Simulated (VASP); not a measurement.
Set up this calculation in VASP 6.6.1, as the native input.

| Property | Result |
| --- | --- |
| Task | single point |
| Functional | PBE |
| Potentials or basis | VASP PAW PBE potentials, release 64 (Nd_3, As, Pb_d), 4f in core |
| Cutoff | 500 eV |
| k mesh | 3 × 3 × 4 |
| Occupations | gaussian, width 0.1 eV |
| Spin | no spin polarisation |
| Dipole correction | no |
| Further INCAR settings | ALGO = Normal; EDIFF = 1e-06; NBANDS = 36 |

The structure of NdAs3Pb2 lies in POSCAR:

```
NdAs3Pb2
1.0
    6.3583320200      0.0000000000      0.0000000000
   -3.1791660100      5.5064770600      0.0000000000
    0.0000000000      0.0000000000      4.6961471000
Nd As Pb
1 3 2
Direct
    0.0000000000      0.0000000000      0.1926302600
    0.0000000000      0.5000000000      0.9950230700
    0.5000000000      0.0000000000      0.9950230700
    0.5000000000      0.5000000000      0.9950230700
    0.6666666700      0.3333333300      0.4961477200
    0.3333333300      0.6666666700      0.4961477200
```

The cell was generated, and may not be a known phase.

The input as run:

INCAR

```
SYSTEM = NdAs3Pb2
  PREC = Accurate
  ENCUT = 500
  EDIFF = 1E-6
  ISMEAR = 0
  SIGMA = 0.1
  LREAL = .FALSE.
  LASPH = .TRUE.
  NELM = 200
  ALGO = Normal
  ISIF = 2
  LWAVE = .FALSE.
  LCHARG = .FALSE.
  GGA = PE
  NBANDS = 36
  GGA_COMPAT = .FALSE.
  LMAXMIX = 6
```

KPOINTS

```
regular mesh
0
G
  3 3 4
  0 0 0
```

Potentials or basis: VASP PAW PBE potentials, release 64 (Nd_3, As, Pb_d), 4f in core.

Command:

```sh
$ cat potpaw_PBE.64/Nd_3/POTCAR potpaw_PBE.64/As/POTCAR potpaw_PBE.64/Pb_d/POTCAR > POTCAR
$ mpirun -np 1 vasp_std > vasp.out
```

It gave:

```json
{
 "Pressure": "2.3 GPa",
 "Largest force": "0.894 eV/Å",
 "Band gap on the k mesh": "zero (bands 27 and 28 overlap by 1.51 eV)"
}
```

Caveat: the k points lie up to 0.38 Å⁻¹ apart, too coarse for converged energies and pressures of a metal; spin-orbit coupling is left out, which moves the levels of the heavy elements; the 4f electrons are frozen in the core, so they carry no moment and show no levels.

Run time: 31 s on 1 thread of Intel(R) Xeon(R) 6975P-C (Granite Rapids) (shared host), peak memory 0.29 GiB.
